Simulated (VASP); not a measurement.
# Zn3SeS2 (I-4m2) in VASP: notebook, part 2 of 2

VASP 6.6.1. The steps go on from the part before.

**3. Single point, PBE**

This run uses another cell than the first one, of 21.18 Å³/atom, 1.064 times its volume.

The input, INCAR:

```
SYSTEM = Zn3SeS2
  ALGO = Normal
  EDIFF = 1E-6
  ENCUT = 520
  GGA = PE
  ISIF = 2
  ISMEAR = 0
  LASPH = .TRUE.
  LCHARG = .FALSE.
  LREAL = .FALSE.
  LWAVE = .FALSE.
  NBANDS = 36
  NELM = 80
  PREC = Accurate
  SIGMA = 0.1
```

The input, KPOINTS:

```
k-points
0
G
  6 6 6
  0 0 0
```

The input, POSCAR:

```
Zn3SeS2
1.0
   -1.9566069170      1.9566069170      8.2983049274
    1.9566069170     -1.9566069170      8.2983049274
    1.9566069170      1.9566069170     -8.2983049274
Zn Se S
3 1 2
Direct
    0.5890919631      0.0890919631      0.5000000000
    0.2500000000      0.7500000000      0.5000000000
    0.9109080369      0.4109080369      0.5000000000
    0.5000000000      0.5000000000      0.0000000000
    0.8303145842      0.8303145842      0.0000000000
    0.1696854158      0.1696854158      0.0000000000
```

Potentials or basis: VASP PAW PBE potentials, release 64 (Zn, Se, S).

Run with:

```console
$ cat potpaw_PBE.64/Zn/POTCAR potpaw_PBE.64/Se/POTCAR potpaw_PBE.64/S/POTCAR > POTCAR
$ mpirun -np 1 vasp_std > vasp.out
```

OUTCAR:

```text
SYSTEM = Zn3SeS2
   EDIFF = 1E-6
   ENCUT = 520
   GGA = PE
   ISIF = 2
   ISMEAR = 0
   LASPH = .TRUE.
   LREAL = .FALSE.
   NELM = 80
   PREC = Accurate

 ion  position               nearest neighbor table
   1  0.589  0.089  0.500-   6 2.37   6 2.37   4 2.45   4 2.45
   2  0.250  0.750  0.500-   5 2.37   6 2.37   5 2.37   6 2.37
   3  0.911  0.411  0.500-   5 2.37   5 2.37   4 2.45   4 2.45
   4  0.500  0.500  0.000-   1 2.45   3 2.45   1 2.45   3 2.45
   5  0.830  0.830  0.000-   2 2.37   2 2.37   3 2.37   3 2.37
   6  0.170  0.170  0.000-   2 2.37   2 2.37   1 2.37   1 2.37

  LATTYP: Found a body centered tetragonal cell.
 ALAT       =     3.9132138340
 C/A-ratio  =     4.2411712109

  Lattice vectors:

 A1 = (  -1.9566069170,   1.9566069170,   8.2983049274)
 A2 = (   1.9566069170,  -1.9566069170,   8.2983049274)
 A3 = (   1.9566069170,   1.9566069170,  -8.2983049274)

Analysis of symmetry for initial positions (statically):
=====================================================================
 Subroutine PRICEL returns:
 Original cell was already a primitive cell.

 Routine SETGRP: Setting up the symmetry group for a
 body centered tetragonal supercell.

 Subroutine GETGRP returns: Found  8 space group operations
 (whereof  8 operations were pure point group operations)
 out of a pool of 16 trial point group operations.

The static configuration has the point symmetry D_2d.

Analysis of symmetry for dynamics (positions and initial velocities):
=====================================================================
 Subroutine PRICEL returns:
 Original cell was already a primitive cell.

 Routine SETGRP: Setting up the symmetry group for a
 body centered tetragonal supercell.

 Subroutine GETGRP returns: Found  8 space group operations
 (whereof  8 operations were pure point group operations)
 out of a pool of 16 trial point group operations.

[... 130 lines left out ...]
  Fermi-wavevector in a.u.,A,eV,Ry     =   1.230799  2.325873 20.611015  1.514867
  Thomas-Fermi vector in A             =   2.365634
   LORBIT       =      0    0 simple, 1 ext, 2 COOP (PROOUT), +10 PAW based schemes
   GGA     = PE    functional components
   LHFCALC =     F    Hartree Fock is set to
   AEXX    =    0.0000 exact exchange contribution
   IVDW    =     0    specifies the selected vdW correction
   LEPSILON=     F    determine dielectric tensor
   LRPA    =     F    only Hartree local field effects (RPA)
 non-spin polarized calculation
 Gauss-broadening in eV      SIGMA  =   0.10
  energy-cutoff  :      520.00
  volume of cell :      127.07
 maximum number of plane-waves:      3446
 NGX is ok and might be reduce to    70
   NGX = 33   NGY = 33   NGZ = 33

 number of electron      54.0000009 magnetization

 Free energy of the ion-electron system (eV)
  ---------------------------------------------------
  ext. energy  EPLUGINS =         0.00000000
  ---------------------------------------------------
  free energy    TOTEN  =       -19.68211815 eV

  energy without entropy =      -19.68211815  energy(sigma->0) =      -19.68211815

 E-fermi :   2.2477     XC(G=0):  -9.4223

 val. band max:        1.7928991905   @ k =   0.0000   0.0000   0.0000
 cond. band min:       3.4404427232   @ k =   0.0000   0.0000   0.0000
 fundamental gap:      1.6475435328
 Fermi energy:         2.2476930685

 k-point     1 :       0.0000    0.0000    0.0000
  band No.  band energies     occupation
      1     -11.2976      2.00000
      2     -10.5050      2.00000
      3     -10.4804      2.00000
      4      -4.6341      2.00000
      5      -4.6290      2.00000
      6      -4.6095      2.00000
[... 925 lines left out ...]
     35       8.3463      0.00000
     36       9.0715      0.00000

 [... further k-points ...]

------------------------ aborting loop because EDIFF is reached ----------------------------------------

  FORCE on cell =-STRESS in cart. coord.  units (eV):
  Direction    XX          YY          ZZ          XY          YZ          ZX
  --------------------------------------------------------------------------------------
  -------------------------------------------------------------------------------------
  Total        0.3192623      0.3192623      0.2932964      0.0000000      0.0000000      0.0000000
  in kB        4.0253316      4.0253316      3.6979480      0.0000000      0.0000000      0.0000000
  external PRESSURE =       3.9162037 kB  Pullay stress =       0.0000000 kB

 VOLUME and BASIS-vectors are now :
 -----------------------------------------------------------------------------
  energy-cutoff  :      520.00
  volume of cell :      127.07
      direct lattice vectors                 reciprocal lattice vectors
    -1.956606917  1.956606917  8.298304927     0.000000000  0.255544430  0.060253269
     1.956606917 -1.956606917  8.298304927     0.255544430  0.000000000  0.060253269
     1.956606917  1.956606917 -8.298304927     0.255544430  0.255544430  0.000000000

 POSITION                                       TOTAL-FORCE (eV/Angst)
 -----------------------------------------------------------------------------------
     -0.00000      1.95661      1.47862        -0.000000      0.000000      0.039362
      1.95661      0.00000      4.14915        -0.000000      0.000000      0.000000
      0.00000      1.95661      6.81968        -0.000000     -0.000000     -0.039362
      0.00000      0.00000      8.29830        -0.000000      0.000000      0.000000
      0.00000      0.00000     13.78041         0.000000     -0.000000      0.017105
      0.00000      0.00000      2.81620         0.000000     -0.000000     -0.017105
 -----------------------------------------------------------------------------------
    total drift:                               -0.000000      0.000000     -0.000000

  FREE ENERGIE OF THE ION-ELECTRON SYSTEM (eV)
  ---------------------------------------------------
  free  energy   TOTEN  =       -19.6821181536 eV

  energy  without entropy=      -19.6821181536  energy(sigma->0) =      -19.68211815
```

OSZICAR:

```text
N       E                     dE             d eps       ncg     rms          rms(c)
DAV:   1     0.405119001507E+03    0.40512E+03   -0.25022E+04  2160   0.177E+03
DAV:   2     0.279973258151E+02   -0.37712E+03   -0.36254E+03  2168   0.392E+02
DAV:   3    -0.190909922842E+02   -0.47088E+02   -0.46508E+02  2456   0.133E+02
DAV:   4    -0.208104262671E+02   -0.17194E+01   -0.17139E+01  2560   0.252E+01
DAV:   5    -0.208333543046E+02   -0.22928E-01   -0.22920E-01  2548   0.290E+00    0.104E+01
DAV:   6    -0.196803107266E+02    0.11530E+01   -0.24207E+00  3144   0.369E+01    0.798E+00
DAV:   7    -0.196963253409E+02   -0.16015E-01   -0.20903E+00  2388   0.678E+00    0.338E+00
DAV:   8    -0.196805962011E+02    0.15729E-01   -0.90193E-02  2772   0.332E+00    0.106E+00
DAV:   9    -0.196817063862E+02   -0.11102E-02   -0.23806E-02  2876   0.206E+00    0.353E-01
DAV:  10    -0.196817681478E+02   -0.61762E-04   -0.18591E-03  2904   0.812E-01    0.202E-01
DAV:  11    -0.196819489327E+02   -0.18078E-03   -0.47087E-04  2796   0.252E-01    0.845E-02
DAV:  12    -0.196821058867E+02   -0.15695E-03   -0.22137E-04  2360   0.164E-01    0.270E-02
DAV:  13    -0.196821127844E+02   -0.68977E-05   -0.21043E-05  2632   0.360E-02    0.158E-02
DAV:  14    -0.196821179415E+02   -0.51571E-05   -0.15321E-05  2348   0.209E-02    0.537E-03
DAV:  15    -0.196821181536E+02   -0.21209E-06   -0.15188E-06  1996   0.148E-02
   1 F= -.19682118E+02 E0= -.19682118E+02  d E =-.544481E-12
```

Run time: 7.6 min. Hardware: 1 thread of Intel Xeon 6975P-C (Granite Rapids), shared host; peak memory 0.69 GiB.

What came out:

```yaml
Free_energy: -19.6821 eV
Pressure: 0.4 GPa
Largest_force: 0.039 eV/Å
Band_gap_on_the_k_mesh: 1.65 eV, direct
```

Forces on the atoms (eV/Å):
```
Zn   0.000  0.000  0.039
Zn   0.000  0.000  0.000
Zn   0.000  0.000 -0.039
Se   0.000  0.000  0.000
S    0.000  0.000  0.017
S    0.000  0.000 -0.017
```

A k mesh can miss the band edges. PBE gaps usually lie below the measured ones, often by a third to a half.

**4. Relaxation of cell and atoms, PBE**

The input, INCAR:

```
SYSTEM = Zn3SeS2
PREC = Accurate
ENCUT = 600
EDIFF = 1E-6
ISMEAR = 0
SIGMA = 0.1
LREAL = .False.
LASPH = .True.
NELM = 100
ALGO = Normal
ISIF = 3
LWAVE = .False.
LCHARG = .False.
GGA = PE
IBRION = 2
NSW = 90
EDIFFG = -0.04
```

The input, KPOINTS:

```
regular mesh
0
Gamma
  6 6 6
  0 0 0
```

The input, POSCAR:

```
Zn3SeS2
1.0
   -1.9164385600      1.9164385600      8.1307602300
    1.9164385600     -1.9164385600      8.1307602300
    1.9164385600      1.9164385600     -8.1307602300
Zn Se S
3 1 2
Direct
    0.5833333300      0.0833333300      0.5000000000
    0.2500000000      0.7500000000      0.5000000000
    0.9166666700      0.4166666700      0.5000000000
    0.5000000000      0.5000000000      0.0000000000
    0.8333333300      0.8333333300      0.0000000000
    0.1666666700      0.1666666700      0.0000000000
```

Potentials or basis: VASP PAW PBE potentials, release 64 (Zn, Se, S).

Run with:

```console
$ cat potpaw_PBE.64/Zn/POTCAR potpaw_PBE.64/Se/POTCAR potpaw_PBE.64/S/POTCAR > POTCAR
$ mpirun -np 1 vasp_std > vasp.out
```

OUTCAR:

```text
SYSTEM = Zn3SeS2
   PREC = Accurate
   ENCUT = 600
   EDIFF = 1E-6
   ISMEAR = 0
   LREAL = .False.
   LASPH = .True.
   NELM = 100
   ISIF = 3
   GGA = PE
   IBRION = 2
   NSW = 90
   EDIFFG = -0.04

 ion  position               nearest neighbor table
   1  0.583  0.083  0.500-   4 2.35   4 2.35   6 2.35   6 2.35
   2  0.250  0.750  0.500-   6 2.35   5 2.35   5 2.35   6 2.35
   3  0.917  0.417  0.500-   4 2.35   4 2.35   5 2.35   5 2.35
   4  0.500  0.500  0.000-   3 2.35   1 2.35   1 2.35   3 2.35
   5  0.833  0.833  0.000-   2 2.35   2 2.35   3 2.35   3 2.35
   6  0.167  0.167  0.000-   2 2.35   2 2.35   1 2.35   1 2.35

  LATTYP: Found a body centered tetragonal cell.
 ALAT       =     3.8328771200
 C/A-ratio  =     4.2426406981

  Lattice vectors:

 A1 = (  -1.9164385600,   1.9164385600,   8.1307602300)
 A2 = (   1.9164385600,  -1.9164385600,   8.1307602300)
 A3 = (   1.9164385600,   1.9164385600,  -8.1307602300)

Analysis of symmetry for initial positions (statically):
=====================================================================
 Subroutine PRICEL returns:
 Original cell was already a primitive cell.

 Routine SETGRP: Setting up the symmetry group for a
 body centered tetragonal supercell.

 Subroutine GETGRP returns: Found  8 space group operations
 (whereof  8 operations were pure point group operations)
 out of a pool of 16 trial point group operations.

The static configuration has the point symmetry D_2d.

Analysis of symmetry for dynamics (positions and initial velocities):
=====================================================================
 Subroutine PRICEL returns:
 Original cell was already a primitive cell.

 Routine SETGRP: Setting up the symmetry group for a
 body centered tetragonal supercell.

 Subroutine GETGRP returns: Found  8 space group operations
 (whereof  8 operations were pure point group operations)
 out of a pool of 16 trial point group operations.

[... 134 lines left out ...]
   LHFCALC =     F    Hartree Fock is set to
   AEXX    =    0.0000 exact exchange contribution
   IVDW    =     0    specifies the selected vdW correction
   LEPSILON=     F    determine dielectric tensor
   LRPA    =     F    only Hartree local field effects (RPA)
 conjugate gradient relaxation of ions
 non-spin polarized calculation
 Gauss-broadening in eV      SIGMA  =   0.10
  energy-cutoff  :      600.00
  volume of cell :      119.45
 maximum number of plane-waves:      4026
 NGX is ok and might be reduce to    70
   NGX = 35   NGY = 35   NGZ = 35

--------------------------------------- Ionic step        1  -------------------------------------------

 number of electron      54.0000001 magnetization

 Free energy of the ion-electron system (eV)
  ---------------------------------------------------
  ext. energy  EPLUGINS =         0.00000000
  ---------------------------------------------------
  free energy    TOTEN  =       -19.46080312 eV

  energy without entropy =      -19.46080312  energy(sigma->0) =      -19.46080312

------------------------ aborting loop because EDIFF is reached ----------------------------------------

  FORCE on cell =-STRESS in cart. coord.  units (eV):
  Direction    XX          YY          ZZ          XY          YZ          ZX
  --------------------------------------------------------------------------------------
  -------------------------------------------------------------------------------------
  Total        4.0992145      4.0992145      4.0005319      0.0000000      0.0000000      0.0000000
  in kB       54.9832342     54.9832342     53.6595923      0.0000000      0.0000000      0.0000000
  external PRESSURE =      54.5420202 kB  Pullay stress =       0.0000000 kB
[... 227 lines left out ...]
--------------------------------------- Ionic step        7  -------------------------------------------

 number of electron      54.0000005 magnetization

 Free energy of the ion-electron system (eV)
  ---------------------------------------------------
  ext. energy  EPLUGINS =         0.00000000
  ---------------------------------------------------
  free energy    TOTEN  =       -19.68139071 eV

  energy without entropy =      -19.68139071  energy(sigma->0) =      -19.68139071

 E-fermi :   2.1617     XC(G=0):  -9.3876

 val. band max:        1.7334488953   @ k =   0.0000   0.0000   0.0000
 cond. band min:       3.3412524420   @ k =   0.0000   0.0000   0.0000
 fundamental gap:      1.6078035467
 Fermi energy:         2.1616829856

 k-point     1 :       0.0000    0.0000    0.0000
  band No.  band energies     occupation
      1     -11.3159      2.00000
      2     -10.5228      2.00000
      3     -10.5196      2.00000
      4      -4.6747      2.00000
      5      -4.6730      2.00000
      6      -4.6534      2.00000
[... 829 lines left out ...]
     31       6.4821      0.00000
     32       7.0720      0.00000

 [... further k-points ...]

------------------------ aborting loop because EDIFF is reached ----------------------------------------

  FORCE on cell =-STRESS in cart. coord.  units (eV):
  Direction    XX          YY          ZZ          XY          YZ          ZX
  --------------------------------------------------------------------------------------
  -------------------------------------------------------------------------------------
  Total       -0.0882605     -0.0882605     -0.1037854      0.0000000     -0.0000000      0.0000000
  in kB       -1.1044843     -1.1044843     -1.2987610      0.0000000     -0.0000000      0.0000000
  external PRESSURE =      -1.1692432 kB  Pullay stress =       0.0000000 kB
[... 21 lines left out ...]
  FREE ENERGIE OF THE ION-ELECTRON SYSTEM (eV)
  ---------------------------------------------------
  free  energy   TOTEN  =       -19.6813907085 eV

  energy  without entropy=      -19.6813907085  energy(sigma->0) =      -19.68139071

 reached required accuracy - stopping structural energy minimisation
```

It took 29 min on 1 thread of Intel Xeon 6975P-C (Granite Rapids), shared host; peak memory 0.84 GiB.

What came out:

```yaml
Free_energy: -19.6814 eV
Relaxed_volume: 21.34 Å³/atom
Relaxed_cell: a = 8.766 Å, b = 8.766 Å, c = 8.766 Å, α = 154.14°, β = 154.14°, γ = 36.90°
Space_group_after_relaxing_to_0.05_Å: I-4m2 (No. 119)
Energy_gained_by_relaxing: 36.8 meV/atom
Ionic_steps: 7
Pressure_after_relaxing: -0.1 GPa
Largest_force_after_relaxing: 0.020 eV/Å
Band_gap_on_the_k_mesh: 1.61 eV, direct
```

Forces on the atoms (eV/Å):
```
Zn   0.000  0.000 -0.018
Zn   0.000  0.000  0.000
Zn   0.000  0.000  0.018
Se   0.000  0.000  0.000
S    0.000  0.000 -0.020
S    0.000  0.000  0.020
```

Step by step:
```
step  energy change (eV)  largest force (eV/Å)  pressure (GPa)  volume (Å³)
   1              0.0000                0.8946            5.45       119.45
   2             -0.1737                0.3177           -1.63       131.55
   3             -0.1835                0.4138           -0.51       129.08
   4             -0.2025                0.2510           -0.27       128.53
   5             -0.2170                0.1856            0.19       127.47
   6             -0.2204                0.0487           -0.08       127.93
   7             -0.2206                0.0196           -0.12       128.03
```

Final structure:
```
Zn Se S
1.0
    -1.96190    1.96190    8.31580
     1.96190   -1.96190    8.31580
     1.96190    1.96190   -8.31580
Zn Se S
3 1 2
Direct
  0.58940 0.08940 0.50000
  0.25000 0.75000 0.50000
  0.91060 0.41060 0.50000
  0.50000 0.50000 0.00000
  0.83041 0.83041 0.00000
  0.16959 0.16959 0.00000
```

**5. The runs side by side**

| task | cell | cutoff (eV) | gap on the mesh (eV) | pressure (GPa) | largest force (eV/Å) |
| --- | --- | --- | --- | --- | --- |
| single point | a = 8.571 Å, angles 154.2, 154.2, 36.9°, 6 atoms | 520 | 1.99 | 5.5 | 0.89 |
| single point | a = 8.747 Å, angles 154.1, 154.1, 36.9°, 6 atoms | 520 | 1.65 | 0.4 | 0.04 |
| relaxation of cell and atoms | relaxed from a = 8.571 Å, angles 154.2, 154.2, 36.9°, 6 atoms | 600 | 1.61 | -0.1 | 0.02 |

Alike in all rows: level PBE; potentials or basis VASP PAW PBE potentials, release 64 (Zn, Se, S); no spin polarisation; k mesh 6 × 6 × 6; smearing gaussian 0.1 eV.

Absolute energies hang on the potentials; compare differences alone.
